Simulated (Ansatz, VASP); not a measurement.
**MgS5 in VASP and in Ansatz**

File INCAR:

```
  ALGO = Normal
  EDIFF = 1E-6
  EDIFFG = -0.04
  ENCUT = 600
  GGA = PE
  IBRION = 2
  ISIF = 3
  ISMEAR = 0
  LASPH = True
  LCHARG = False
  LREAL = False
  LWAVE = False
  NELM = 100
  NSW = 90
  PREC = Accurate
  SIGMA = 0.1
```

File KPOINTS:

```
k-points
0
Gamma
  3 3 4
```

Contents of POSCAR:

```
MgS5
1.0
    5.9206488400      0.0000000000      0.0000000000
   -2.9603244200      5.1274323000      0.0000000000
    0.0000000000      0.0000000000      5.5032264100
Mg S
1 5
Direct
    0.0000000000      0.0000000000      0.0000000000
    0.0000000000      0.6807405900      0.5000000000
    0.6807405900      0.0000000000      0.5000000000
    0.3192594100      0.3192594100      0.5000000000
    0.6666666700      0.3333333300      0.0000000000
    0.3333333300      0.6666666700      0.0000000000
```

Input for Ansatz:

```yaml
crystal:
  lattice:
    - [5.92064884, 0.0, 0.0]
    - [-2.96032442, 5.1274323, 0.0]
    - [0.0, 0.0, 5.50322641]
  atoms:
    - { symbol: Mg, position: [0.0, 0.0, 0.0] }
    - { symbol: S, position: [0.0, 0.68074059, 0.5] }
    - { symbol: S, position: [0.68074059, 0.0, 0.5] }
    - { symbol: S, position: [0.31925941, 0.31925941, 0.5] }
    - { symbol: S, position: [0.66666667, 0.33333333, 0.0] }
    - { symbol: S, position: [0.33333333, 0.66666667, 0.0] }
basis:
  ecutwfc: 420
kpoints:
  mp_grid: { grid: [3, 3, 4] }
hamiltonian:
  xc: pbe
scf:
  occupations: { method: gaussian, width: 0.1 }
  lower_state_search: "off"
output:
  forces: true
  stress: true
  eigenvalues: true
relax:
  adjacent_minimum: "off"
  f_tol: 0.04
  max_steps: 70
  cell: { stress_tol: 0.4 }
```

Change from the starting cell: species swapped into the Mg5Zn type (P-62m, No. 189).

Alike in both runs: task relaxation of cell and atoms; functional PBE; k mesh 3 × 3 × 4; occupations gaussian, width 0.1 eV; no spin polarisation.

|  | VASP | Ansatz |
| --- | --- | --- |
| version | VASP 6.6.1 | Ansatz 0.2.0 |
| potentials or method | VASP PAW PBE potentials, release 64 (Mg, S), cutoff 600 eV | scalar-relativistic, plane waves, PAW |
| valence electrons in the cell | 32 | 40 |

```csv
,VASP,Ansatz,Ansatz less VASP
"gap on the k mesh at the Fermi level, each at its own relaxed structure (eV)",none,none,-
relaxed volume (Å³/atom),22.88,23.92,+1.033
relaxed length of the cell vector where the two differ most in proportion (Å),7.251,7.568,+0.3172
```

A gap of «none» marks a metal or a gap that the smearing closes. VASP's potentials hold 32 valence electrons a cell and Ansatz's 40, so a difference there can come from the potentials and not from the codes.

The k mesh is coarse, so the values compare programs but aren't converged. Noted on VASP's run: the volume moved by over 15 % at a fixed basis, so the end points are rough.
